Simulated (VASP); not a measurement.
# Ba2PtBrO2 (R-3m) in VASP: single point with PBE

Aim: the single point of Ba2PtBrO2 with PBE.

Everything below comes from runs of VASP 6.6.1. Logs are shortened: lines on timing, memory, paths and dates and some standing lists are left out, and cuts for length are marked.

### Step 1. The cell of the first run

It takes space group R-3m (No. 166, trigonal). Conventional cell: a = 4.328 Å, b = 4.328 Å, c = 29.742 Å, α = 90.00°, β = 90.00°, γ = 120.00°. Ba (site symmetry 3m) has 3 O at 2.56 Å and 3 Br at 3.51 Å and 3 Pt at 3.53 Å within 3.6 Å. Within 2.6 Å of Pt (site symmetry -3m) lie 2 O at 1.94 Å. Br (site symmetry -3m) has 6 Ba at 3.51 Å and 6 O at 3.92 Å and 6 Br at 4.33 Å within 4.6 Å. Within 2.6 Å of O (site symmetry 3m) lie 1 Pt at 1.94 Å and 3 Ba at 2.56 Å.

### Step 2. Single point, PBE

Input file INCAR:

```
PREC = Accurate
ENCUT = 600
EDIFF = 1E-6
ISMEAR = -1
SIGMA = 0.1
LREAL = F
LASPH = T
NELM = 120
ALGO = Normal
ISIF = 2
LWAVE = F
LCHARG = F
GGA = PE
NBANDS = 34
GGA_COMPAT = F
```

Input file KPOINTS:

```
Automatic mesh
0
Gamma
  6 6 6
```

Input file POSCAR:

```
Ba2PtBrO2
1.0
    4.3282542794      0.0000002887      0.0000000728
   -2.1641273897      3.7483780156      0.0000000266
   -2.1641273897      1.2494590757      9.9138889846
Ba Pt Br O
2 1 1 2
Direct
    0.7493241363      0.2506758637      0.2479724088
    0.2506758637      0.7493241363      0.7520275912
    0.5000000000      0.5000000000      0.5000000000
    0.0000000000      0.0000000000      0.0000000000
    0.4346933683      0.5653066317      0.3040801050
    0.5653066317      0.4346933683      0.6959198950
```

Potentials or basis: VASP PAW PBE potentials, release 64 (Ba_sv, Pt, Br, O).

Command:

```sh
cat potpaw_PBE.64/Ba_sv/POTCAR potpaw_PBE.64/Pt/POTCAR potpaw_PBE.64/Br/POTCAR potpaw_PBE.64/O/POTCAR > POTCAR
mpirun -np 1 vasp_std > vasp.out
```

OUTCAR:

```text
PREC = Accurate
   ENCUT = 600
   EDIFF = 1E-6
   ISMEAR = -1
   LREAL = F
   LASPH = T
   NELM = 120
   ISIF = 2
   GGA = PE

 ion  position               nearest neighbor table
   1  0.749  0.251  0.248-   5 2.56   5 2.56   5 2.56   4 3.51   4 3.51   4 3.51   3 3.53   3 3.53
                             3 3.53
   2  0.251  0.749  0.752-   6 2.56   6 2.56   6 2.56   4 3.51   4 3.51   4 3.51   3 3.53   3 3.53
                             3 3.53
   3  0.500  0.500  0.500-   5 1.94   6 1.94   1 3.53   2 3.53   2 3.53   1 3.53   1 3.53   2 3.53

   4  0.000  0.000  0.000-   1 3.51   2 3.51   2 3.51   1 3.51   1 3.51   2 3.51
   5  0.435  0.565  0.304-   3 1.94   1 2.56   1 2.56   1 2.56
   6  0.565  0.435  0.696-   3 1.94   2 2.56   2 2.56   2 2.56

  LATTYP: Found a trigonal (rhomboedric) cell.
 ALAT       =    10.2239811297
 COS(alpha) =     0.9103902099

  Lattice vectors:

 A1 = (  -0.0000000000,  -2.4989189399,   9.9138889580)
 A2 = (   2.1641268897,   1.2494593644,   9.9138890574)
 A3 = (  -2.1641273897,   1.2494590757,   9.9138889846)

Analysis of symmetry for initial positions (statically):
=====================================================================
 Subroutine PRICEL returns:
 Original cell was already a primitive cell.

 Routine SETGRP: Setting up the symmetry group for a
 trigonal (rhombohedral) supercell.

 Subroutine GETGRP returns: Found 12 space group operations
 (whereof 12 operations were pure point group operations)
 out of a pool of 12 trial point group operations.

The static configuration has the point symmetry D_3d.

Analysis of symmetry for dynamics (positions and initial velocities):
=====================================================================
 Subroutine PRICEL returns:
 Original cell was already a primitive cell.

 Routine SETGRP: Setting up the symmetry group for a
 trigonal (rhombohedral) supercell.

 Subroutine GETGRP returns: Found 12 space group operations
 (whereof 12 operations were pure point group operations)
 out of a pool of 12 trial point group operations.

The dynamic configuration has the point symmetry D_3d.

 Subroutine INISYM returns: Found 12 space group operations
 (whereof 12 operations are pure point group operations),
 and found     1 'primitive' translations

----------------------------------------------------------------------------------------

                                     Primitive cell

  volume of cell :     160.8423

  direct lattice vectors                    reciprocal lattice vectors
     4.328254279  0.000000289  0.000000073     0.231040021  0.133391039  0.033622869
    -2.164127390  3.748378016  0.000000027    -0.000000017  0.266782048 -0.033622859
    -2.164127390  1.249459076  9.913888985    -0.000000002 -0.000000002  0.100868590

  length of vectors
     4.328254279  4.328254279 10.223981130     0.268892465  0.268892465  0.100868590

  position of ions in fractional coordinates (direct lattice)
     0.749324136  0.250675864  0.247972409
     0.250675864  0.749324136  0.752027591
     0.500000000  0.500000000  0.500000000
     0.000000000  0.000000000  0.000000000
     0.434693368  0.565306632  0.304080105
     0.565306632  0.434693368  0.695919895

  ion indices of the primitive-cell ions
   primitive index   ion index
                 1           1
                 2           2
                 3           3
                 4           4
                 5           5
                 6           6

----------------------------------------------------------------------------------------

 KPOINTS: Automatic mesh

Automatic generation of k-mesh.
 Grid dimensions read from file:
 generate k-points for:    6    6    6

 Generating k-lattice:

  Cartesian coordinates                     Fractional coordinates (reciprocal lattice)
     0.038506670  0.022231840  0.005603812     0.166666667 -0.000000000 -0.000000000
    -0.000000003  0.044463675 -0.005603810     0.000000000  0.166666667 -0.000000000
    -0.000000000 -0.000000000  0.016811432     0.000000000 -0.000000000  0.166666667

  Length of vectors
     0.044815411  0.044815411  0.016811432

  Shift w.r.t. Gamma in fractional coordinates (k-lattice)
     0.000000000  0.000000000  0.000000000

 Subroutine IBZKPT returns following result:
 ===========================================

 Found     32 irreducible k-points:

 Following reciprocal coordinates:
            Coordinates               Weight
  0.000000  0.000000  0.000000      1.000000
  0.166667 -0.000000  0.000000      6.000000
  0.333333  0.000000  0.000000      6.000000
  0.500000 -0.000000  0.000000      3.000000
  0.166667  0.166667 -0.000000      6.000000
  0.333333  0.166667 -0.000000     12.000000
[... 16 lines left out ...]
  0.500000  0.500000  0.166667      6.000000
  0.166667 -0.333333  0.166667     12.000000
 [... further k-points ...]
   k-points           NKPTS =     32   k-points in BZ     NKDIM =     32   number of bands    NBANDS=     34
   number of dos      NEDOS =    301   number of ions     NIONS =      6
   total plane-waves  NPLWV = 108864
   dimension x,y,z NGX =    36 NGY =   36 NGZ =   84
   dimension x,y,z NGXF=    72 NGYF=   72 NGZF=  168
   ions per type =               2   1   1   2
   NGX,Y,Z   is equivalent  to a cutoff of  13.83, 13.83, 13.66 a.u.
   NGXF,Y,Z  is equivalent  to a cutoff of  27.65, 27.65, 27.32 a.u.
 SYSTEM =  unknown system
   PREC   = accura    normal or accurate (medium, high low for compatibility)
   ISTART =      0    job   : 0-new  1-cont  2-samecut
   ICHARG =      2    charge: 1-file 2-atom 10-const
   ISPIN  =      1    spin polarized calculation?
   LNONCOLLINEAR =      F non collinear calculations
   LSORBIT =      F    spin-orbit coupling
   LASPH  =      T    aspherical Exc in radial PAW
   ENCUT  =  600.0 eV  44.10 Ry    6.64 a.u.   8.64  8.64 20.42*2*pi/ulx,y,z
   NELM   =    120;   NELMIN=  2; NELMDL= -5     # of ELM steps
   EDIFF  = 0.1E-05   stopping-criterion for ELM
   LREAL  =      F    real-space projection
   EDIFFG = 0.1E-04   stopping-criterion for IOM
   NSW    =      0    number of steps for IOM
   IBRION =     -1    ionic relax: 0-MD 1-quasi-New 2-CG
   NFREE  =      0    steps in history (QN), initial steepest desc. (CG)
   ISIF   =      2    stress and relaxation
   ISYM   =      2    0-nonsym 1-usesym 2-fastsym
   POTIM  = 0.5000    time-step for ionic-motion
   TEBEG  =    0.0;   TEEND  =   0.0 temperature during run
   PSTRESS=    0.0 pullay stress
   NELECT =      49.0000    total number of electrons
   NUPDOWN=      -1.0000    fix difference up-down
   EMIN   =  10.00;   EMAX   =-10.00  energy-range for DOS
   EFERMI =   0.00;   METHOD = LEGACY
   ISMEAR =    -1;   SIGMA  =   0.10  broadening in eV -4-tet -1-fermi 0-gaus
   EFERMI_NEDOS =   21; number of points for ismear=-14 and -15
   IALGO  =     38    algorithm
   IMIX   =      4    mixing-type and parameters
     AMIX     =   0.40;   BMIX     =  1.00
     AMIX_MAG =   1.60;   BMIX_MAG =  1.00
  volume/ion in A,a.u.               =      26.81       180.90
  Fermi-wavevector in a.u.,A,eV,Ry     =   1.101557  2.081640 16.509673  1.213427
  Thomas-Fermi vector in A             =   2.237986
   LORBIT       =      0    0 simple, 1 ext, 2 COOP (PROOUT), +10 PAW based schemes
   GGA     = PE    functional components
   LHFCALC =     F    Hartree Fock is set to
   AEXX    =    0.0000 exact exchange contribution
   IVDW    =     0    specifies the selected vdW correction
   LEPSILON=     F    determine dielectric tensor
   LRPA    =     F    only Hartree local field effects (RPA)
 non-spin polarized calculation
  energy-cutoff  :      600.00
  volume of cell :      160.84
 maximum number of plane-waves:      5391
 NGX is ok and might be reduce to    36
   NGX = 17   NGY = 17   NGZ = 41

 number of electron      49.0000002 magnetization

 Free energy of the ion-electron system (eV)
  ---------------------------------------------------
  ext. energy  EPLUGINS =         0.00000000
  ---------------------------------------------------
  free energy    TOTEN  =       -32.67997105 eV

  energy without entropy =      -32.48854957  energy(sigma->0) =      -32.58426031

 E-fermi :   2.2421     XC(G=0):  -8.7281

 val. band max:        2.2419976556   @ k =   0.3333   0.1667  -0.0000
 cond. band min:       2.2432112785   @ k =   0.5000   0.1667   0.0000
 fundamental gap:      0.0012136229
 Fermi energy:         2.2421205624

 k-point     1 :       0.0000    0.0000    0.0000
  band No.  band energies     occupation
      1     -24.6354      2.00000
      2     -24.6290      2.00000
      3     -15.7707      2.00000
      4     -15.2522      2.00000
      5     -12.8652      2.00000
      6      -9.8409      2.00000
[... 26 lines left out ...]
     33       7.6545      0.00000
     34       7.9988      0.00000

 k-point     2 :       0.1667   -0.0000    0.0000
  band No.  band energies     occupation
      1     -24.6135      2.00000
      2     -24.6083      2.00000
      3     -15.8609      2.00000
      4     -15.3565      2.00000
      5     -12.8324      2.00000
      6      -9.9346      2.00000
[... 26 lines left out ...]
     33       7.5807      0.00000
     34       8.0135      0.00000

 k-point     3 :       0.3333    0.0000    0.0000
  band No.  band energies     occupation
      1     -24.5689      2.00000
      2     -24.5664      2.00000
      3     -16.0381      2.00000
      4     -15.5588      2.00000
      5     -12.7553      2.00000
      6      -9.9392      2.00000
[... 26 lines left out ...]
     33       7.8971      0.00000
     34       8.0931      0.00000
[... 704 lines left out ...]
 k-point    23 :       0.5000    0.5000    0.1667
  band No.  band energies     occupation
      1     -24.5459      2.00000
      2     -24.5455      2.00000
      3     -16.1258      2.00000
      4     -15.6560      2.00000
      5     -12.7129      2.00000
      6      -9.9431      2.00000
[... 26 lines left out ...]
     33       7.7820      0.00000
     34       8.1438      0.00000

 k-point    24 :       0.1667   -0.3333    0.1667
  band No.  band energies     occupation
      1     -24.5794      2.00000
      2     -24.5777      2.00000
      3     -15.9937      2.00000
      4     -15.5076      2.00000
      5     -12.7780      2.00000
      6      -9.9610      2.00000
[... 26 lines left out ...]
     33       7.8394      0.00000
     34       8.2225      0.00000

 [... further k-points ...]

------------------------ aborting loop because EDIFF is reached ----------------------------------------

  FORCE on cell =-STRESS in cart. coord.  units (eV):
  Direction    XX          YY          ZZ          XY          YZ          ZX
  --------------------------------------------------------------------------------------
  -------------------------------------------------------------------------------------
  Total        3.1526611      3.1526611     -0.0059096      0.0000000      0.0000001      0.0000001
  in kB       31.4041938     31.4041938     -0.0588668      0.0000000      0.0000005      0.0000005
  external PRESSURE =      20.9165070 kB  Pullay stress =       0.0000000 kB

 VOLUME and BASIS-vectors are now :
 -----------------------------------------------------------------------------
  energy-cutoff  :      600.00
  volume of cell :      160.84
      direct lattice vectors                 reciprocal lattice vectors
     4.328254279  0.000000289  0.000000073     0.231040021  0.133391039  0.033622869
    -2.164127390  3.748378016  0.000000027    -0.000000017  0.266782048 -0.033622859
    -2.164127390  1.249459076  9.913888985    -0.000000002 -0.000000002  0.100868590

 POSITION                                       TOTAL-FORCE (eV/Angst)
 -----------------------------------------------------------------------------------
      2.16413      1.24946      2.45837         0.000000      0.000000     -0.087838
     -2.16413      3.74838      7.45552        -0.000000     -0.000000      0.087838
     -0.00000      2.49892      4.95694         0.000000      0.000000     -0.000000
      0.00000      0.00000      0.00000         0.000000      0.000000     -0.000000
     -0.00000      2.49892      3.01462        -0.000000     -0.000000      0.027500
     -0.00000      2.49892      6.89927         0.000000      0.000000     -0.027500
 -----------------------------------------------------------------------------------
    total drift:                               -0.000000      0.000000      0.000000

  FREE ENERGIE OF THE ION-ELECTRON SYSTEM (eV)
  ---------------------------------------------------
  free  energy   TOTEN  =       -32.6799710490 eV

  energy  without entropy=      -32.4885495664  energy(sigma->0) =      -32.58426031
```

It took 11 min on 1 thread of Intel Xeon 8259CL, shared host; peak memory 0.47 GiB.

What came out:

| Property | Result |
| --- | --- |
| Free energy | -32.6800 eV |
| Pressure | 2.1 GPa |
| Largest force | 0.088 eV/Å |
| Band gap on the k mesh | zero (an odd number of electrons rules out a gap without spin polarisation) |

Forces on the atoms (eV/Å):
```
Ba   0.000  0.000 -0.088
Ba   0.000  0.000  0.088
Pt   0.000  0.000  0.000
Br   0.000  0.000  0.000
O    0.000  0.000  0.028
O    0.000  0.000 -0.028
```

Caveat: spin-orbit coupling is left out, which moves the levels of the heavy elements; an odd number of electrons without spin polarisation forces a metal; a magnetic or distorted state may lie lower.
